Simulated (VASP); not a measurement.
Here is a VASP 6.6.1 calculation.

Contents of INCAR:

```
SYSTEM = Be
PREC     = Accurate       ! precision mode
ENCUT    = 600            ! plane-wave cutoff, eV
EDIFF    = 1E-6           ! SCF threshold, eV
ISMEAR   = 0              ! smearing method
SIGMA    = 0.1            ! smearing width, eV
LREAL    = .FALSE.        ! projectors in reciprocal space
LASPH    = .TRUE.         ! aspherical terms in the spheres
NELM     = 100            ! most SCF steps
ALGO     = Fast           ! electronic algorithm
ISIF     = 3              ! what is computed and relaxed
LWAVE    = .FALSE.        ! write WAVECAR
LCHARG   = .FALSE.        ! write CHGCAR
GGA      = PE             ! functional
IBRION   = 2              ! ionic algorithm
NSW      = 100            ! ionic steps
EDIFFG   = -0.015         ! ionic threshold
```

File KPOINTS:

```
regular mesh
0
G
  10 6 4
  0 0 0
```

The input POSCAR:

```
Be
1.0
    1.1267218727     -1.9577462272      0.0188880990
   -3.3539582044     -1.9426153698     -0.0340931553
   -0.0832887468      0.0204859917     -7.1461911576
Be
8
Direct
    0.4615889189      0.8634198071      0.6355765643
    0.4831592065      0.8374411930      0.1365787174
    1.0837395062      0.3530986950      0.6297107110
    1.0234688622      0.2642835317      0.1107391474
    0.9749640876      0.6357676271      0.8740524216
    0.9837109818      0.6987434203      0.3745685548
    0.4678276058      0.1600574951      0.8800195794
    0.5215408310      0.1871882308      0.3587543042
```

Potentials or basis: VASP PAW PBE potentials, release 64 (Be).

Command:

```console
$ cat potpaw_PBE.64/Be/POTCAR > POTCAR
$ mpirun -np 1 vasp_std > vasp.out
```

(1) What does it give for the space group after relaxing (to 0.1 Å)?

(2) Estimate the relaxed volume.

(3) Estimate the band gap on the k mesh.

(4) What does it give for the relaxed cell?

Results:

(1) P6_3/mmc (No. 194).

(2) 7.93 Å³/atom.

(3) zero (bands 8 and 9 overlap by 1.39 eV).

(4) a = 2.283 Å, b = 3.916 Å, c = 7.096 Å, α = 90.00°, β = 90.01°, γ = 90.00°.
